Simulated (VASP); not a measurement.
# Pd (Fm-3m) in VASP: further runs, part 2 of 2

VASP 6.6.1. Earlier steps stand in the parts before.

## Step 4: Single point, PBEsol

This run uses another cell than the first one, of 14.60 Å³/atom.

File INCAR:

```
  PREC = Accurate
  ENCUT = 520
  EDIFF = 1E-7
  ISMEAR = -1
  SIGMA = 0.15
  LREAL = F
  LASPH = T
  NELM = 80
  ALGO = Normal
  ISIF = 2
  LWAVE = F
  LCHARG = T
  GGA = PS
  LELF = T
  LVHAR = T
  NBANDS = 11
```

File KPOINTS:

```
Automatic mesh
0
Gamma
  18 18 18
```

File POSCAR:

```
Pd
1.0
    0.0000000000      1.9398871894      1.9398871894
    1.9398871894      0.0000000000      1.9398871894
    1.9398871894      1.9398871894      0.0000000000
Pd
1
Direct
    0.0000000000      0.0000000000      0.0000000000
```

Potentials or basis: VASP PAW PBE potentials, release 64 (Pd).

Started as:

```console
> cat potpaw_PBE.64/Pd/POTCAR > POTCAR
> mpirun -np 1 vasp_std > vasp.out
```

OUTCAR:

```text
PREC = Accurate
   ENCUT = 520
   EDIFF = 1E-7
   ISMEAR = -1
   LREAL = F
   LASPH = T
   NELM = 80
   ISIF = 2
   GGA = PS

 ion  position               nearest neighbor table
   1  0.000  0.000  0.000-

  LATTYP: Found a face centered cubic cell.
 ALAT       =     3.8797743788

  Lattice vectors:

 A1 = (   0.0000000000,   1.9398871894,   1.9398871894)
 A2 = (   1.9398871894,   0.0000000000,   1.9398871894)
 A3 = (   1.9398871894,   1.9398871894,   0.0000000000)

Analysis of symmetry for initial positions (statically):
[... 503 lines left out ...]
      3       7.2257      2.00000
      4       7.2627      2.00000
      5       8.4239      1.99986
      6       8.9607      1.99490
      7      24.7402      0.00000
      8      28.0139      0.00000
      9      32.0440      0.00000
     10      34.3950      0.00000
     11      34.8153      0.00000

 [... further k-points ...]
[... 5 lines left out ...]
  --------------------------------------------------------------------------------------
  -------------------------------------------------------------------------------------
  Total       -0.0285565     -0.0285565     -0.0285565      0.0000000      0.0000000      0.0000000
  in kB       -3.1336937     -3.1336937     -3.1336937      0.0000000      0.0000000      0.0000000
  external PRESSURE =      -3.1336937 kB  Pullay stress =       0.0000000 kB

 VOLUME and BASIS-vectors are now :
 -----------------------------------------------------------------------------
  energy-cutoff  :      520.00
  volume of cell :       14.60
      direct lattice vectors                 reciprocal lattice vectors
     0.000000000  1.939887189  1.939887189    -0.257746947  0.257746947  0.257746947
     1.939887189  0.000000000  1.939887189     0.257746947 -0.257746947  0.257746947
     1.939887189  1.939887189  0.000000000     0.257746947  0.257746947 -0.257746947

 POSITION                                       TOTAL-FORCE (eV/Angst)
 -----------------------------------------------------------------------------------
      0.00000      0.00000      0.00000        -0.000000     -0.000000     -0.000000
 -----------------------------------------------------------------------------------
    total drift:                                0.000000     -0.000000     -0.000000

  FREE ENERGIE OF THE ION-ELECTRON SYSTEM (eV)
  ---------------------------------------------------
  free  energy   TOTEN  =        -6.0321851419 eV

  energy  without entropy=       -5.9140875880  energy(sigma->0) =       -5.97313636
```

stdout:

```text
POSCAR found type information on POSCAR Pd
 POSCAR found :  1 types and       1 ions
 scaLAPACK will be used
 -----------------------------------------------------------------------------
|                                                                             |
|                                                                             |
|     You enforced a specific xc type in the INCAR file but a different       |
|     I HOPE YOU KNOW WHAT YOU ARE DOING!                                     |
|                                                                             |
 -----------------------------------------------------------------------------

 LDA part: xc-table for (Slater+PW92), standard interpolation
 POSCAR, INCAR and KPOINTS ok, starting setup
 FFT: planning ... GRIDC
 FFT: planning ... GRID_SOFT
 FFT: planning ... GRID
 WAVECAR not read
 entering main loop
```

Wall time 34 s (1 thread of Intel Xeon 8259CL, shared host); peak memory 0.15 GiB.

Results:

```
Free energy            : -6.0322 eV
Pressure               : -0.3 GPa
Band gap on the k mesh : zero (bands 5 and 6 overlap by 1.62 eV)
```

Levels at points of the mesh, in eV from the Fermi level:
| k point | band 3 | band 4 | band 5 | band 6 | band 7 | band 8 |
| --- | --- | --- | --- | --- | --- | --- |
| (0.00, 0.00, 0.00) | -2.96 | -2.96 | -1.31 | -1.31 | 17.07 | 21.90 |
| (0.50, 0.00, 0.00) | -3.01 | -0.08 | -0.08 | 0.84 | 7.29 | 16.43 |
| (0.50, 0.50, 0.00) | -0.10 | 0.24 | 0.24 | 3.19 | 10.76 | 13.11 |

Caveat: the PAW data sets were made with another functional, which shifts forces and pressure a little.

## Step 5: Relaxation of cell and atoms, PBEsol

This run uses another cell than the first one, of 14.54 Å³/atom.

File INCAR:

```
SYSTEM = Pd
PREC     = Accurate       ! precision mode
ENCUT    = 600            ! plane-wave cutoff, eV
EDIFF    = 1E-6           ! SCF threshold, eV
ISMEAR   = -1             ! smearing method
SIGMA    = 0.15           ! smearing width, eV
LREAL    = .FALSE.        ! projectors in reciprocal space
LASPH    = .TRUE.         ! aspherical terms in the spheres
NELM     = 60             ! most SCF steps
ALGO     = Normal         ! electronic algorithm
ISIF     = 3              ! what is computed and relaxed
LWAVE    = .FALSE.        ! write WAVECAR
LCHARG   = .FALSE.        ! write CHGCAR
GGA      = PS             ! functional
IBRION   = 2              ! ionic algorithm
NSW      = 80             ! ionic steps
EDIFFG   = -0.001         ! ionic threshold
```

File KPOINTS:

```
regular mesh
0
G
  18 18 18
  0 0 0
```

File POSCAR:

```
Pd
1.0
    0.0000000000      1.9373494069      1.9373494069
    1.9373494069      0.0000000000      1.9373494069
    1.9373494069      1.9373494069      0.0000000000
Pd
1
Direct
    0.0000000000      0.0000000000      0.0000000000
```

Potentials or basis: VASP PAW PBE potentials, release 64 (Pd).

Started as:

```console
> cat potpaw_PBE.64/Pd/POTCAR > POTCAR
> mpirun -np 1 vasp_std > vasp.out
```

OUTCAR:

```text
SYSTEM = Pd
   PREC = Accurate
   ENCUT = 600
   EDIFF = 1E-6
   ISMEAR = -1
   LREAL = .FALSE.
   LASPH = .TRUE.
   NELM = 60
   ISIF = 3
   GGA = PS
   IBRION = 2
   NSW = 80
   EDIFFG = -0.001

 ion  position               nearest neighbor table
   1  0.000  0.000  0.000-

  LATTYP: Found a face centered cubic cell.
 ALAT       =     3.8746988138

  Lattice vectors:

 A1 = (   0.0000000000,   1.9373494069,   1.9373494069)
 A2 = (   1.9373494069,   0.0000000000,   1.9373494069)
 A3 = (   1.9373494069,   1.9373494069,   0.0000000000)

Analysis of symmetry for initial positions (statically):
=====================================================================
 Subroutine PRICEL returns:
 Original cell was already a primitive cell.

 Routine SETGRP: Setting up the symmetry group for a
 face centered cubic supercell.

 Subroutine GETGRP returns: Found 48 space group operations
 (whereof 48 operations were pure point group operations)
 out of a pool of 48 trial point group operations.

The static configuration has the point symmetry O_h .

Analysis of symmetry for dynamics (positions and initial velocities):
=====================================================================
 Subroutine PRICEL returns:
 Original cell was already a primitive cell.

 Routine SETGRP: Setting up the symmetry group for a
 face centered cubic supercell.

 Subroutine GETGRP returns: Found 48 space group operations
 (whereof 48 operations were pure point group operations)
 out of a pool of 48 trial point group operations.

The dynamic configuration has the point symmetry O_h .

 Subroutine INISYM returns: Found 48 space group operations
 (whereof 48 operations are pure point group operations),
 and found     1 'primitive' translations

----------------------------------------------------------------------------------------

                                     Primitive cell

  volume of cell :      14.5430

  direct lattice vectors                    reciprocal lattice vectors
     0.000000000  1.937349407  1.937349407    -0.258084576  0.258084576  0.258084576
     1.937349407  0.000000000  1.937349407     0.258084576 -0.258084576  0.258084576
     1.937349407  1.937349407  0.000000000     0.258084576  0.258084576 -0.258084576

  length of vectors
     2.739825806  2.739825806  2.739825806     0.447015598  0.447015598  0.447015598

  position of ions in fractional coordinates (direct lattice)
     0.000000000  0.000000000  0.000000000

  ion indices of the primitive-cell ions
   primitive index   ion index
                 1           1

----------------------------------------------------------------------------------------

 KPOINTS: regular mesh

Automatic generation of k-mesh.
 Grid dimensions read from file:
 generate k-points for:   18   18   18

 Generating k-lattice:

[... 21 lines left out ...]
  0.166667  0.000000  0.000000      8.000000
  0.222222  0.000000  0.000000      8.000000
  0.277778  0.000000  0.000000      8.000000
[... 16 lines left out ...]
 -0.277778  0.055556  0.000000     24.000000
 -0.222222  0.055556  0.000000     24.000000
 [... further k-points ...]
   k-points           NKPTS =    195   k-points in BZ     NKDIM =    195   number of bands    NBANDS=      9
   number of dos      NEDOS =    301   number of ions     NIONS =      1
   total plane-waves  NPLWV =  13824
   dimension x,y,z NGX =    24 NGY =   24 NGZ =   24
   dimension x,y,z NGXF=    48 NGYF=   48 NGZF=   48
   ions per type =               1
   NGX,Y,Z   is equivalent  to a cutoff of  14.56, 14.56, 14.56 a.u.
   NGXF,Y,Z  is equivalent  to a cutoff of  29.13, 29.13, 29.13 a.u.
 SYSTEM =  Pd
   PREC   = accura    normal or accurate (medium, high low for compatibility)
   ISTART =      0    job   : 0-new  1-cont  2-samecut
   ICHARG =      2    charge: 1-file 2-atom 10-const
   ISPIN  =      1    spin polarized calculation?
   LNONCOLLINEAR =      F non collinear calculations
   LSORBIT =      F    spin-orbit coupling
   LASPH  =      T    aspherical Exc in radial PAW
   ENCUT  =  600.0 eV  44.10 Ry    6.64 a.u.   5.47  5.47  5.47*2*pi/ulx,y,z
   NELM   =     60;   NELMIN=  2; NELMDL= -5     # of ELM steps
   EDIFF  = 0.1E-05   stopping-criterion for ELM
   LREAL  =      F    real-space projection
   EDIFFG = -.1E-02   stopping-criterion for IOM
   NSW    =     80    number of steps for IOM
   IBRION =      2    ionic relax: 0-MD 1-quasi-New 2-CG
   NFREE  =      1    steps in history (QN), initial steepest desc. (CG)
   ISIF   =      3    stress and relaxation
   ISYM   =      2    0-nonsym 1-usesym 2-fastsym
   POTIM  = 0.5000    time-step for ionic-motion
   TEBEG  =    0.0;   TEEND  =   0.0 temperature during run
   PSTRESS=    0.0 pullay stress
   NELECT =      10.0000    total number of electrons
   NUPDOWN=      -1.0000    fix difference up-down
   EMIN   =  10.00;   EMAX   =-10.00  energy-range for DOS
   EFERMI =   0.00;   METHOD = LEGACY
   ISMEAR =    -1;   SIGMA  =   0.15  broadening in eV -4-tet -1-fermi 0-gaus
   EFERMI_NEDOS =   21; number of points for ismear=-14 and -15
   IALGO  =     38    algorithm
   IMIX   =      4    mixing-type and parameters
     AMIX     =   0.40;   BMIX     =  1.00
     AMIX_MAG =   1.60;   BMIX_MAG =  1.00
  volume/ion in A,a.u.               =      14.54        98.14
  Fermi-wavevector in a.u.,A,eV,Ry     =   1.444964  2.730585 28.407870  2.087920
  Thomas-Fermi vector in A             =   2.563199
   LORBIT       =      0    0 simple, 1 ext, 2 COOP (PROOUT), +10 PAW based schemes
   GGA     = PS    functional components
   LHFCALC =     F    Hartree Fock is set to
   AEXX    =    0.0000 exact exchange contribution
   IVDW    =     0    specifies the selected vdW correction
   LEPSILON=     F    determine dielectric tensor
   LRPA    =     F    only Hartree local field effects (RPA)
 conjugate gradient relaxation of ions
 non-spin polarized calculation
  energy-cutoff  :      600.00
  volume of cell :       14.54
 maximum number of plane-waves:       531
 NGX is ok and might be reduce to    24
   NGX = 11   NGY = 11   NGZ = 11

--------------------------------------- Ionic step        1  -------------------------------------------

 number of electron      10.0000000 magnetization

 Free energy of the ion-electron system (eV)
  ---------------------------------------------------
  ext. energy  EPLUGINS =         0.00000000
  ---------------------------------------------------
  free energy    TOTEN  =        -6.03246569 eV

  energy without entropy =       -5.91479263  energy(sigma->0) =       -5.97362916

------------------------ aborting loop because EDIFF is reached ----------------------------------------

  FORCE on cell =-STRESS in cart. coord.  units (eV):
  Direction    XX          YY          ZZ          XY          YZ          ZX
  --------------------------------------------------------------------------------------
  -------------------------------------------------------------------------------------
  Total        0.0405198      0.0405198      0.0405198      0.0000000     -0.0000000      0.0000000
  in kB        4.4640034      4.4640034      4.4640034      0.0000000     -0.0000000      0.0000000
  external PRESSURE =       4.4640034 kB  Pullay stress =       0.0000000 kB
[... 57 lines left out ...]
--------------------------------------- Ionic step        3  -------------------------------------------

 number of electron      10.0000000 magnetization

 Free energy of the ion-electron system (eV)
  ---------------------------------------------------
  ext. energy  EPLUGINS =         0.00000000
  ---------------------------------------------------
  free energy    TOTEN  =        -6.03250863 eV

  energy without entropy =       -5.91460903  energy(sigma->0) =       -5.97355883

 E-fermi :   9.8869     XC(G=0): -13.4554

 val. band max:        9.8865361623   @ k =   0.5000   0.3889   0.0556
 cond. band min:       9.8967685874   @ k =   0.4444   0.3333   0.0000
 fundamental gap:      0.0102324251
 Fermi energy:         9.8868818797

 k-point     1 :       0.0000    0.0000    0.0000
  band No.  band energies     occupation
      1       2.4911      2.00000
      2       6.9176      2.00000
      3       6.9176      2.00000
      4       6.9176      2.00000
      5       8.5772      1.99968
      6       8.5772      1.99968
      7      26.9602      0.00000
      8      31.7936      0.00000
      9      31.7936      0.00000
[... 265 lines left out ...]
 k-point    24 :      -0.2222    0.0556    0.0000
  band No.  band energies     occupation
      1       4.2288      2.00000
      2       6.6757      2.00000
      3       7.2488      2.00000
      4       7.2859      2.00000
      5       8.4505      1.99986
      6       8.9890      1.99498
      7      24.7864      0.00000
      8      28.0514      0.00000
      9      32.0971      0.00000

 [... further k-points ...]
[... 5 lines left out ...]
  --------------------------------------------------------------------------------------
  -------------------------------------------------------------------------------------
  Total        0.0001052      0.0001052      0.0001052      0.0000000      0.0000000      0.0000000
  in kB        0.0115632      0.0115632      0.0115632      0.0000000      0.0000000      0.0000000
  external PRESSURE =       0.0115632 kB  Pullay stress =       0.0000000 kB
[... 16 lines left out ...]
  FREE ENERGIE OF THE ION-ELECTRON SYSTEM (eV)
  ---------------------------------------------------
  free  energy   TOTEN  =        -6.0325086259 eV

  energy  without entropy=       -5.9146090312  energy(sigma->0) =       -5.97355883

 reached required accuracy - stopping structural energy minimisation
```

It took 52 s on 1 thread of Intel Xeon 8259CL, shared host; peak memory 0.17 GiB.

What came out:

* Free energy: -6.0325 eV
* Relaxed volume: 14.57 Å³/atom
* Relaxed cell: a = 2.742 Å, b = 2.742 Å, c = 2.742 Å, α = 60.00°, β = 60.00°, γ = 60.00°
* Space group after relaxing (to 0.1 Å): Fm-3m (No. 225)
* Energy gained by relaxing: 0.0 meV/atom
* Ionic steps: 3
* Pressure after relaxing: 0.0 GPa
* Band gap on the k mesh: zero (bands 5 and 6 overlap by 1.62 eV)

Final structure:
```
Pd
1.0
     0.00000    1.93872    1.93872
     1.93872    0.00000    1.93872
     1.93872    1.93872    0.00000
Pd
1
Direct
  0.00000 0.00000 0.00000
```

Caveat: the PAW data sets were made with another functional, which shifts forces and pressure a little.

## Step 6: Summary

```csv
task,cell,k mesh,cutoff (eV),smearing,gap on the mesh (eV),pressure (GPa)
single point,"a = 2.770 Å, angles 60.0°, 1 atom",8 × 8 × 8,520,gaussian 0.1 eV,none,-5.5
single point,"a = 2.740 Å, angles 60.0°, 1 atom",18 × 18 × 18,520,gaussian 0.1 eV,none,-0.3
single point,"a = 2.743 Å, angles 60.0°, 1 atom",18 × 18 × 18,520,fermi-dirac 0.15 eV,none,-0.3
relaxation of cell and atoms,"relaxed from a = 2.740 Å, angles 60.0°, 1 atom",18 × 18 × 18,600,fermi-dirac 0.15 eV,none,0.0
```

Alike in all rows: level PBEsol; potentials or basis VASP PAW PBE potentials, release 64 (Pd); no spin polarisation.

Caveats: the PAW data sets were made with another functional, which shifts forces and pressure a little; the cell stands under tension (at least some runs).

Absolute energies hang on the potentials; compare differences alone.

The gap in the log of VASP goes by the Fermi energy; the results here count the filled bands.